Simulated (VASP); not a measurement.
# BiTe in VASP: a series of runs, part 2 of 2

VASP 6.6.1.

### Step 4. Electric field gradients, LDA (equal xy, yz and zx shear strains of -2 %)

INCAR

```
PREC = Accurate
ENCUT = 520
EDIFF = 1E-8
ISMEAR = -1
SIGMA = 0.08
LREAL = False
LASPH = True
NELM = 80
ALGO = Normal
ISIF = 2
LWAVE = False
LCHARG = False
LEFG = True
NBANDS = 18
```

KPOINTS

```
regular mesh
0
Gamma
  10 10 10
```

POSCAR

```
BiTe
1.0
   -0.0647000000      3.2026500000      3.2026500000
    3.2026500000     -0.0647000000      3.2026500000
    3.2026500000      3.2026500000     -0.0647000000
Bi Te
1 1
Direct
    0.0000000000      0.0000000000      0.0000000000
    0.5000000000      0.5000000000      0.5000000000
```

Potentials or basis: VASP PAW LDA potentials, release 64 (Bi_d, Te).

Launch:

```bash
cat potpaw_LDA.64/Bi_d/POTCAR potpaw_LDA.64/Te/POTCAR > POTCAR
mpirun -np 1 vasp_std > vasp.out
```

OUTCAR:

```text
PREC = Accurate
   ENCUT = 520
   EDIFF = 1E-8
   ISMEAR = -1
   LREAL = False
   LASPH = True
   NELM = 80
   ISIF = 2

 ion  position               nearest neighbor table
   1  0.000  0.000  0.000-   2 3.24   2 3.24   2 3.24   2 3.24   2 3.24   2 3.24
   2  0.500  0.500  0.500-   1 3.24   1 3.24   1 3.24   1 3.24   1 3.24   1 3.24

  LATTYP: Found a trigonal (rhomboedric) cell.
 ALAT       =     4.5296931612
 COS(alpha) =     0.4797000918

  Lattice vectors:

 A1 = (  -0.0647000000,   3.2026500000,   3.2026500000)
 A2 = (   3.2026500000,  -0.0647000000,   3.2026500000)
 A3 = (   3.2026500000,   3.2026500000,  -0.0647000000)

Analysis of symmetry for initial positions (statically):
[... 715 lines left out ...]

  energy  without entropy=       -8.4728847572  energy(sigma->0) =       -8.48790076

 Electric field gradients (V/A^2)
---------------------------------------------------------------------
 ion       V_xx      V_yy      V_zz      V_xy      V_xz      V_yz
---------------------------------------------------------------------
   1      -0.000    -0.000    -0.000   -18.442   -18.442   -18.442
   2      -0.000     0.000     0.000   -11.381   -11.381   -11.381
---------------------------------------------------------------------

 Electric field gradients after diagonalization (V/A^2)
 (convention: |V_zz| > |V_xx| > |V_yy|)
----------------------------------------------------------------------
 ion       V_xx      V_yy      V_zz     asymmetry (V_yy - V_xx)/ V_zz
----------------------------------------------------------------------
   1      18.442    18.442   -36.885       0.000
   2      11.381    11.381   -22.762       0.000
----------------------------------------------------------------------

           NMR quadrupolar parameters

 Cq : quadrupolar parameter    Cq=e*Q*V_zz/h
 eta: asymmetry parameters     (V_yy - V_xx)/ V_zz
 Q  : nuclear electric quadrupole moment in mb (millibarn)
----------------------------------------------------------------------
 ion       Cq(MHz)       eta       Q (mb)
----------------------------------------------------------------------
   1      -0.089       0.000       1.000
   2      -0.055       0.000       1.000
----------------------------------------------------------------------
```

Run time: 3.8 min. Hardware: 1 thread of Intel Xeon 8259CL, shared host; peak memory 0.28 GiB.

What came out:

- Free energy: -8.5029 eV
- Pressure: -2.8 GPa
- Band gap on the k mesh: zero (an odd number of electrons rules out a gap without spin polarisation)
- Largest electric field gradient by atom: Bi -36.9; Te -22.8 V/Å²

Electric field gradients, principal values (V/Å²):
| atom | least | middle | greatest (by size) |
| --- | --- | --- | --- |
| 1 Bi | 18.442 | 18.442 | -36.885 |
| 2 Te | 11.381 | 11.381 | -22.762 |

Caveat: the cell differs from its parent crystal (equal xy, yz and zx shear strains of -2 %); without QUAD_EFG the Cq values of the log hold for a quadrupole moment of 1 mb, not for the nuclei; spin-orbit coupling is left out, which moves the levels of the heavy elements.

### Step 5. Electric field gradients, LDA (equal xy, yz and zx shear strains of -1 %)

INCAR

```
SYSTEM = BiTe
PREC = Accurate
ENCUT = 520
EDIFF = 1E-8
ISMEAR = -1
SIGMA = 0.08
LREAL = .False.
LASPH = .True.
NELM = 100
ALGO = Normal
ISIF = 2
LWAVE = .False.
LCHARG = .False.
GGA = CA
LEFG = .True.
NBANDS = 18
```

KPOINTS

```
regular mesh
0
Gamma
  10 10 10
  0 0 0
```

POSCAR

```
BiTe
1.0
   -0.0323500000      3.2188250000      3.2188250000
    3.2188250000     -0.0323500000      3.2188250000
    3.2188250000      3.2188250000     -0.0323500000
Bi Te
1 1
Direct
    0.0000000000      0.0000000000      0.0000000000
    0.5000000000      0.5000000000      0.5000000000
```

Potentials or basis: VASP PAW LDA potentials, release 64 (Bi_d, Te).

Launch:

```bash
cat potpaw_LDA.64/Bi_d/POTCAR potpaw_LDA.64/Te/POTCAR > POTCAR
mpirun -np 1 vasp_std > vasp.out
```

OUTCAR:

```text
SYSTEM = BiTe
   PREC = Accurate
   ENCUT = 520
   EDIFF = 1E-8
   ISMEAR = -1
   LREAL = .False.
   LASPH = .True.
   NELM = 100
   ISIF = 2
   GGA = CA

 ion  position               nearest neighbor table
   1  0.000  0.000  0.000-   2 3.24   2 3.24   2 3.24   2 3.24   2 3.24   2 3.24
   2  0.500  0.500  0.500-   1 3.24   1 3.24   1 3.24   1 3.24   1 3.24   1 3.24

  LATTYP: Found a trigonal (rhomboedric) cell.
 ALAT       =     4.5522209177
 COS(alpha) =     0.4899250057

  Lattice vectors:

 A1 = (  -0.0323500000,   3.2188250000,   3.2188250000)
 A2 = (   3.2188250000,  -0.0323500000,   3.2188250000)
 A3 = (   3.2188250000,   3.2188250000,  -0.0323500000)

Analysis of symmetry for initial positions (statically):
=====================================================================
 Subroutine PRICEL returns:
 Original cell was already a primitive cell.

 Routine SETGRP: Setting up the symmetry group for a
 trigonal (rhombohedral) supercell.

 Subroutine GETGRP returns: Found 12 space group operations
 (whereof 12 operations were pure point group operations)
 out of a pool of 12 trial point group operations.

The static configuration has the point symmetry D_3d.

Analysis of symmetry for dynamics (positions and initial velocities):
=====================================================================
 Subroutine PRICEL returns:
 Original cell was already a primitive cell.

 Routine SETGRP: Setting up the symmetry group for a
 trigonal (rhombohedral) supercell.

 Subroutine GETGRP returns: Found 12 space group operations
 (whereof 12 operations were pure point group operations)
 out of a pool of 12 trial point group operations.

The dynamic configuration has the point symmetry D_3d.

[... 150 lines left out ...]
 fundamental gap:      0.0082050957
 Fermi energy:         6.4221551360

 k-point     1 :       0.0000    0.0000    0.0000
  band No.  band energies     occupation
      1     -16.6401      2.00000
      2     -16.6401      2.00000
      3     -16.6336      2.00000
      4     -16.6336      2.00000
      5     -16.6307      2.00000
      6      -7.0948      2.00000
[... 481 lines left out ...]
      5     -16.6233      2.00000
      6      -5.7872      2.00000
[... 10 lines left out ...]
     17      15.3086      0.00000
     18      15.5282      0.00000

 [... further k-points ...]
[... 5 lines left out ...]
  --------------------------------------------------------------------------------------
  -------------------------------------------------------------------------------------
  Total       -1.1560363     -1.1560363     -1.1560363      0.0016843      0.0016843      0.0016843
  in kB      -27.3565848    -27.3565848    -27.3565848      0.0398586      0.0398586      0.0398586
  external PRESSURE =     -27.3565848 kB  Pullay stress =       0.0000000 kB

 VOLUME and BASIS-vectors are now :
 -----------------------------------------------------------------------------
  energy-cutoff  :      520.00
  volume of cell :       67.70
      direct lattice vectors                 reciprocal lattice vectors
    -0.032350000  3.218825000  3.218825000    -0.153013833  0.154567273  0.154567273
     3.218825000 -0.032350000  3.218825000     0.154567273 -0.153013833  0.154567273
     3.218825000  3.218825000 -0.032350000     0.154567273  0.154567273 -0.153013833

 POSITION                                       TOTAL-FORCE (eV/Angst)
 -----------------------------------------------------------------------------------
      0.00000      0.00000      0.00000         0.000000      0.000000      0.000000
      3.20265      3.20265      3.20265        -0.000000     -0.000000     -0.000000
 -----------------------------------------------------------------------------------
    total drift:                               -0.000000      0.000000      0.000000

  FREE ENERGIE OF THE ION-ELECTRON SYSTEM (eV)
  ---------------------------------------------------
  free  energy   TOTEN  =        -8.5027650037 eV

  energy  without entropy=       -8.4724669550  energy(sigma->0) =       -8.48761598

 Electric field gradients (V/A^2)
---------------------------------------------------------------------
 ion       V_xx      V_yy      V_zz      V_xy      V_xz      V_yz
---------------------------------------------------------------------
   1      -0.000     0.000     0.000    -9.325    -9.325    -9.325
   2       0.000     0.000    -0.000    -5.695    -5.695    -5.695
---------------------------------------------------------------------

 Electric field gradients after diagonalization (V/A^2)
 (convention: |V_zz| > |V_xx| > |V_yy|)
----------------------------------------------------------------------
 ion       V_xx      V_yy      V_zz     asymmetry (V_yy - V_xx)/ V_zz
----------------------------------------------------------------------
   1       9.325     9.325   -18.650       0.000
   2       5.695     5.695   -11.389       0.000
----------------------------------------------------------------------

           NMR quadrupolar parameters

 Cq : quadrupolar parameter    Cq=e*Q*V_zz/h
 eta: asymmetry parameters     (V_yy - V_xx)/ V_zz
 Q  : nuclear electric quadrupole moment in mb (millibarn)
----------------------------------------------------------------------
 ion       Cq(MHz)       eta       Q (mb)
----------------------------------------------------------------------
   1      -0.045       0.000       1.000
   2      -0.028       0.000       1.000
----------------------------------------------------------------------
```

stdout:

```text
POSCAR found type information on POSCAR BiTe
 POSCAR found :  2 types and       2 ions
 scaLAPACK will be used
 LDA part: xc-table for (Slater(with rela. corr.)+CA(PZ))
 , standard interpolation
 POSCAR, INCAR and KPOINTS ok, starting setup
 FFT: planning ... GRIDC
 FFT: planning ... GRID_SOFT
 FFT: planning ... GRID
 WAVECAR not read
 entering main loop
ion   1

ion   2
```

It took 3.6 min on 1 thread of Intel Xeon 8259CL, shared host; peak memory 0.28 GiB.

Results:

```
Free energy                             : -8.5028 eV
Pressure                                : -2.7 GPa
Band gap on the k mesh                  : zero (an odd number of electrons rules out a gap without spin polarisation)
Largest electric field gradient by atom : Bi -18.6; Te -11.4 V/Å²
```

Electric field gradients, principal values (V/Å²):
```tsv
atom	least	middle	greatest (by size)
1 Bi	9.325	9.325	-18.650
2 Te	5.695	5.695	-11.389
```

Caveat: the cell differs from its parent crystal (equal xy, yz and zx shear strains of -1 %); without QUAD_EFG the Cq values of the log hold for a quadrupole moment of 1 mb, not for the nuclei; spin-orbit coupling is left out, which moves the levels of the heavy elements.

### Step 6. Electric field gradients, LDA (equal xy, yz and zx shear strains of -1 %)

INCAR

```
ALGO = Normal
EDIFF = 1E-8
ENCUT = 520
ISIF = 2
ISMEAR = -1
LASPH = True
LCHARG = False
LEFG = True
LREAL = False
LWAVE = False
NBANDS = 18
NELM = 100
PREC = Accurate
SIGMA = 0.08
```

KPOINTS

```
k-points
0
Gamma
  10 10 10
```

POSCAR is that of step 5.

Potentials or basis: VASP PAW LDA potentials, release 64 (Bi_d, Te).

Launch:

```bash
cat potpaw_LDA.64/Bi_d/POTCAR potpaw_LDA.64/Te/POTCAR > POTCAR
mpirun -np 1 vasp_std > vasp.out
```

OUTCAR:

```text
EDIFF = 1E-8
   ENCUT = 520
   ISIF = 2
   ISMEAR = -1
   LASPH = True
   LREAL = False
   NELM = 100
   PREC = Accurate

 ion  position               nearest neighbor table
   1  0.000  0.000  0.000-   2 3.24   2 3.24   2 3.24   2 3.24   2 3.24   2 3.24
   2  0.500  0.500  0.500-   1 3.24   1 3.24   1 3.24   1 3.24   1 3.24   1 3.24

  LATTYP: Found a trigonal (rhomboedric) cell.
 ALAT       =     4.5522209177
 COS(alpha) =     0.4899250057

  Lattice vectors:

 A1 = (  -0.0323500000,   3.2188250000,   3.2188250000)
 A2 = (   3.2188250000,  -0.0323500000,   3.2188250000)
 A3 = (   3.2188250000,   3.2188250000,  -0.0323500000)

[... 716 lines left out ...]

  energy  without entropy=       -8.4724669550  energy(sigma->0) =       -8.48761598

 Electric field gradients (V/A^2)
---------------------------------------------------------------------
 ion       V_xx      V_yy      V_zz      V_xy      V_xz      V_yz
---------------------------------------------------------------------
   1      -0.000     0.000     0.000    -9.325    -9.325    -9.325
   2       0.000     0.000    -0.000    -5.695    -5.695    -5.695
---------------------------------------------------------------------

 Electric field gradients after diagonalization (V/A^2)
 (convention: |V_zz| > |V_xx| > |V_yy|)
----------------------------------------------------------------------
 ion       V_xx      V_yy      V_zz     asymmetry (V_yy - V_xx)/ V_zz
----------------------------------------------------------------------
   1       9.325     9.325   -18.650       0.000
   2       5.695     5.695   -11.389       0.000
----------------------------------------------------------------------

           NMR quadrupolar parameters

 Cq : quadrupolar parameter    Cq=e*Q*V_zz/h
 eta: asymmetry parameters     (V_yy - V_xx)/ V_zz
 Q  : nuclear electric quadrupole moment in mb (millibarn)
----------------------------------------------------------------------
 ion       Cq(MHz)       eta       Q (mb)
----------------------------------------------------------------------
   1      -0.045       0.000       1.000
   2      -0.028       0.000       1.000
----------------------------------------------------------------------
```

It took 3.5 min on 1 thread of Intel Xeon 8259CL, shared host; peak memory 0.28 GiB.

Results:

```yaml
Free_energy: -8.5028 eV
Pressure: -2.7 GPa
Band_gap_on_the_k_mesh: zero (an odd number of electrons rules out a gap without spin polarisation)
Largest_electric_field_gradient_by_atom: Bi -18.6; Te -11.4 V/Å²
```

Electric field gradients, principal values (V/Å²):
| atom | least | middle | greatest (by size) |
| --- | --- | --- | --- |
| 1 Bi | 9.325 | 9.325 | -18.650 |
| 2 Te | 5.695 | 5.695 | -11.389 |

Caveat: the cell differs from its parent crystal (equal xy, yz and zx shear strains of -1 %); without QUAD_EFG the Cq values of the log hold for a quadrupole moment of 1 mb, not for the nuclei; spin-orbit coupling is left out, which moves the levels of the heavy elements.

### Step 7. The runs side by side

| cell | gap on the mesh (eV) | pressure (GPa) |
| --- | --- | --- |
| a = 4.665 Å, angles 60.0°, 2 atoms | none | -5.0 |
| a = 4.530 Å, angles 61.3°, 2 atoms | none | -2.8 |
| a = 4.552 Å, angles 60.7°, 2 atoms | none | -2.7 |

Alike in all rows: task electric field gradients; level LDA; potentials or basis VASP PAW LDA potentials, release 64 (Bi_d, Te); no spin polarisation; k mesh 10 × 10 × 10; cutoff (eV) 520; smearing fermi-dirac 0.08 eV.

Caveats: spin-orbit coupling is left out, which moves the levels of the heavy elements; the cell stands under tension (at least some runs).

Total energies depend on the potentials used, so only differences within one code and one set of settings carry meaning.
